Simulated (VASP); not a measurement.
Here is a VASP 6.6.1 calculation.

Contents of INCAR:

```
ALGO = Normal
EDIFF = 1E-7
ENCUT = 520
GGA = PS
ISIF = 2
ISMEAR = -1
LASPH = T
LCHARG = F
LREAL = F
LWAVE = F
NBANDS = 14
NELM = 100
PREC = Accurate
SIGMA = 0.1
```

KPOINTS

```
k-points
0
Gamma
  5 5 5
```

POSCAR

```
Li
1.0
    4.4544400000      0.0000000000      0.0000000000
    0.0000000000      4.4544400000      0.0000000000
    0.0000000000      0.0000000000      4.4544400000
Li
4
Direct
    0.8745680000      0.1254320000      0.6254320000
    0.3745680000      0.3745680000      0.3745680000
    0.1254320000      0.6254320000      0.8745680000
    0.6254320000      0.8745680000      0.1254320000
```

Potentials or basis: VASP PAW PBE potentials, release 64 (Li_sv).

Launch:

```sh
$ cat potpaw_PBE.64/Li_sv/POTCAR > POTCAR
$ mpirun -np 1 vasp_std > vasp.out
```

(1) Predict the largest force.

(2) Predict the band gap on the k mesh.

## Answers

(1) 0.005 eV/Å.

(2) zero (band 6 reaches 2.69 eV, above the bottom of band 7 at 0.42 eV).

Caveat: the PAW data sets were made with another functional, which shifts forces and pressure a little.
